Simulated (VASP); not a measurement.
A run of VASP 6.6.1 is set up as follows.

File INCAR:

```
PREC = Accurate
ENCUT = 520
EDIFF = 1E-6
ISMEAR = 0
SIGMA = 0.05
LREAL = F
LASPH = T
NELM = 100
ALGO = Fast
ISIF = 2
LWAVE = F
LCHARG = T
GGA = PE
LELF = T
LVHAR = T
NBANDS = 17
```

KPOINTS

```
Automatic mesh
0
Gamma
  10 10 6
```

File POSCAR:

```
Ca
1.0
    1.9712759950     -3.3954901800      0.0000000000
    1.9712759950      3.3954901800      0.0000000000
    0.0000000000      0.0000000000      6.5091117400
Ca
2
Direct
    0.8355866000      0.1644134000      0.2500000000
    0.1749093064      0.8094710748      0.7619970110
```

Potentials or basis: VASP PAW PBE potentials, release 64 (Ca_sv).

Run with:

```bash
$ cat potpaw_PBE.64/Ca_sv/POTCAR > POTCAR
$ mpirun -np 1 vasp_std > vasp.out
```

**Question.** Predict the pressure.

**Answer.** -0.4 GPa.

**Question.** Estimate the band gap on the k mesh.

**Answer.** Zero (band 10 reaches 2.04 eV, above the bottom of band 11 at 1.60 eV).

**Question.** Predict the largest force.

**Answer.** 0.116 eV/Å.

Stress tensor (GPa, compression positive):
```
-0.36  0.05 -0.01
 0.05 -0.56 -0.01
-0.01 -0.01 -0.41
```
